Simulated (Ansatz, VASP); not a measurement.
# In2S in VASP and in Ansatz

```xyz
3
Lattice="3.8107 0.0000 0.0000 -1.9054 3.3002 0.0000 0.0000 0.0000 8.0809" Properties=species:S:1:pos:R:3 pbc="T T T"
In    0.0000    2.2001    6.2597
In    0.0000    2.2001    1.8212
S     0.0000    0.0000    0.0000
```

Alike in both runs: task single point; functional PBEsol; k mesh 12 × 12 × 6; occupations gaussian, width 0.01 eV; no spin polarisation.

|  | VASP | Ansatz |
| --- | --- | --- |
| version | VASP 6.6.1 | Ansatz 0.2.0 |
| potentials or method | VASP PAW PBE potentials, release 64 (In_d, S), cutoff 520 eV | scalar-relativistic, plane waves, PAW |
| valence electrons in the cell | 32 | 32 |

Ansatz gave:

| Item | Value |
| --- | --- |
| gap on the k mesh at the Fermi level (eV) | 0.13 |
| least direct gap on the mesh (eV) | 0.15 |
| pressure (GPa) | -1.9 |
| traceless stress, the component that is largest in VASP (GPa) | 0.08 |
| rms of the force components (eV/Å) | 0.106 |

What did VASP give for the same quantities?

gap on the k mesh at the Fermi level (eV): 0.13; least direct gap on the mesh (eV): 0.14; pressure (GPa): -1.9; traceless stress, the component that is largest in VASP (GPa): 0.11; rms of the force components (eV/Å): 0.100.

VASP's potentials were made for PBE, not for PBEsol. Atom by atom the forces differ by 0.006 eV/Å (rms over components).
